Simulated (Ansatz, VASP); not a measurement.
**One calculation of AgI, two programs**

```
Ag I
1.0
     4.55785    0.00000    0.00000
    -2.27893    3.94722    0.00000
     0.00000    0.00000    7.78148
Ag I
2 2
Cartesian
  0.0000 2.6315 0.0475
  2.2789 1.3157 3.9383
  0.0000 2.6315 2.8705
  2.2789 1.3157 6.7613
```

Change from the starting cell: epitaxial_xy strain -2.0%.

Alike in both runs: task single point; functional PBE; k mesh 6 × 6 × 4; occupations fermi-dirac, width 0.02 eV; no spin polarisation.

```csv
,VASP,Ansatz
version,VASP 6.6.1,Ansatz 0.2.0
potentials or method,"VASP PAW PBE potentials, release 64 (Ag, I)","plane waves, PAW"
plane-wave cutoff (eV),500,420
valence electrons in the cell,36,72
```

|  | VASP | Ansatz | Ansatz less VASP |
| --- | --- | --- | --- |
| gap on the k mesh at the Fermi level (eV) | 1.33 | 1.33 | -0.002 |
| pressure (GPa) | 1.0 | 1.1 | +0.05 |
| traceless stress, the component that is largest in VASP (GPa) | -0.45 | -0.44 | +0.007 |
| rms of the force components (eV/Å) | 0.004 | 0.004 | 0.0000 |

Atom by atom the forces differ by 0.000 eV/Å (rms over components). VASP's potentials hold 36 valence electrons a cell and Ansatz's 72, so a difference there can come from the potentials and not from the codes.

Neither program's run includes spin-orbit coupling.
